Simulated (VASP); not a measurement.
Wanted: the native input for a VASP 6.6.1 run.

- Task: single point
- Functional: PBE
- Potentials or basis: VASP PAW PBE potentials, release 64 (Ba_sv, Ca_sv, O)
- Cutoff: 520 eV
- k mesh: 5 × 5 × 5
- Occupations: fermi-dirac, width 0.05 eV
- Spin: no spin polarisation
- Dipole correction: no
- Further INCAR settings: ALGO = Normal; EDIFF = 1e-06; NBANDS = 42

The structure of BaCa3O4 lies in POSCAR:

```
BaCa3O4
1.0
    5.1754674719      0.0000000000      0.0000000000
    0.0000000000      5.1754674719      0.0000000000
    0.0000000000      0.0000000000      5.1754674719
Ba Ca O
1 3 4
Direct
    0.5000000000      0.5000000000      0.5000000000
    0.5000000000      0.0000000000      0.0000000000
    0.0000000000      0.5000000000      0.0000000000
    0.0000000000      0.0000000000      0.5000000000
    0.0000000000      0.5000000000      0.5000000000
    0.5000000000      0.0000000000      0.5000000000
    0.5000000000      0.5000000000      0.0000000000
    0.0000000000      0.0000000000      0.0000000000
```

These files were run (other wordings do the same):

INCAR

```
ALGO = Normal
EDIFF = 1E-6
ENCUT = 520
GGA = PE
ISIF = 2
ISMEAR = -1
LASPH = T
LCHARG = F
LREAL = F
LWAVE = F
NBANDS = 42
NELM = 100
PREC = Accurate
SIGMA = 0.05
```

KPOINTS

```
k-points
0
Gamma
  5 5 5
```

Potentials or basis: VASP PAW PBE potentials, release 64 (Ba_sv, Ca_sv, O).

Run with:

```bash
$ cat potpaw_PBE.64/Ba_sv/POTCAR potpaw_PBE.64/Ca_sv/POTCAR potpaw_PBE.64/O/POTCAR > POTCAR
$ mpirun -np 1 vasp_std > vasp.out
```

Results of the run:

| Quantity | Value |
| --- | --- |
| Pressure | -3.3 GPa |
| Band gap on the k mesh | 2.47 eV |

Caveat: the cell stands under tension; spin-orbit coupling is left out, which moves the levels of the heavy elements; an odd mesh through Γ misses points on the zone boundary, where band edges can lie.

It took 96 s on 1 thread of Intel(R) Xeon(R) Platinum 8488C (Sapphire Rapids), on a shared host, peak memory 0.27 GiB.
